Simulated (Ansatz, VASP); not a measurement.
SiNi in VASP and in Ansatz

```xyz
8
Lattice="4.4680 0.0000 0.0000 0.0000 4.4680 0.0000 0.0000 0.0000 4.4680" Properties=species:S:1:pos:R:3 pbc="T T T"
Si    3.7820    3.7820    3.7820
Si    2.9200    0.6860    1.5480
Si    1.5480    2.9200    0.6860
Si    0.6860    1.5480    2.9200
Ni    0.6657    0.6657    0.6657
Ni    1.5683    3.8023    2.8997
Ni    2.8997    1.5683    3.8023
Ni    3.8023    2.8997    1.5683
```

Alike in both runs: functional PBEsol; k mesh 8 × 8 × 8; occupations gaussian, width 0.1 eV; no spin polarisation.

Ansatz relaxed the structure, and its values are those at the end. VASP's run is a single point on that final structure, the one shown.

|  | VASP | Ansatz |
| --- | --- | --- |
| version | VASP 6.6.1 | Ansatz 0.2.0 |
| potentials or method | VASP PAW PBE potentials, release 64 (Si, Ni), cutoff 520 eV | scalar-relativistic, plane waves, PAW |
| valence electrons in the cell | 56 | 88 |

|  | VASP | Ansatz | Ansatz less VASP |
| --- | --- | --- | --- |
| gap on the k mesh at the Fermi level (eV) | none | none | - |
| pressure (GPa) | 0.2 | 0.0 | -0.21 |

VASP's potentials were made for PBE, not for PBEsol. A gap of «none» marks a metal or a gap that the smearing closes. VASP's potentials hold 56 valence electrons a cell and Ansatz's 88, so a difference there can come from the potentials and not from the codes.
